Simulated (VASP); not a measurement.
Set up this calculation in VASP 6.6.1, as the native input.

| Quantity | Value |
| --- | --- |
| Task | single point |
| Functional | LDA |
| Potentials or basis | VASP PAW LDA potentials, release 64 (Sc_sv) |
| Cutoff | 520 eV |
| k mesh | 20 × 20 × 20 |
| Occupations | fermi-dirac, width 0.1 eV |
| Spin | no spin polarisation |
| Dipole correction | no |
| Further INCAR settings | ALGO = Normal; EDIFF = 1e-07; NBANDS = 12 |

The structure of Sc lies in POSCAR:

```
Sc
1.0
    0.0000000000      2.1787831197      2.1787831197
    2.1787831197      0.0000000000      2.1787831197
    2.1787831197      2.1787831197      0.0000000000
Sc
1
Direct
    0.0000000000      0.0000000000      0.0000000000
```

This isn't the form of Sc at room conditions, which is hcp.

The input as run:

INCAR

```
SYSTEM = Sc
ALGO     = Normal         ! electronic algorithm
EDIFF    = 1E-7           ! SCF threshold, eV
ENCUT    = 520            ! plane-wave cutoff, eV
ISIF     = 2              ! what is computed and relaxed
ISMEAR   = -1             ! smearing method
LASPH    = .TRUE.         ! aspherical terms in the spheres
LCHARG   = .FALSE.        ! write CHGCAR
LREAL    = .FALSE.        ! projectors in reciprocal space
LWAVE    = .FALSE.        ! write WAVECAR
NBANDS   = 12             ! bands
NELM     = 60             ! most SCF steps
PREC     = Accurate       ! precision mode
SIGMA    = 0.1            ! smearing width, eV
```

KPOINTS

```
k-points
0
G
  20 20 20
  0 0 0
```

Potentials or basis: VASP PAW LDA potentials, release 64 (Sc_sv).

Run with:

```bash
$ cat potpaw_LDA.64/Sc_sv/POTCAR > POTCAR
$ mpirun -np 1 vasp_std > vasp.out
```

It gave:

- Pressure: 5.5 GPa
- Band gap on the k mesh: zero (an odd number of electrons rules out a gap without spin polarisation)

Caveat: the cell stands under pressure.

It took 54 s on 1 thread of Intel Xeon 8259CL (shared host), peak memory 0.17 GiB.
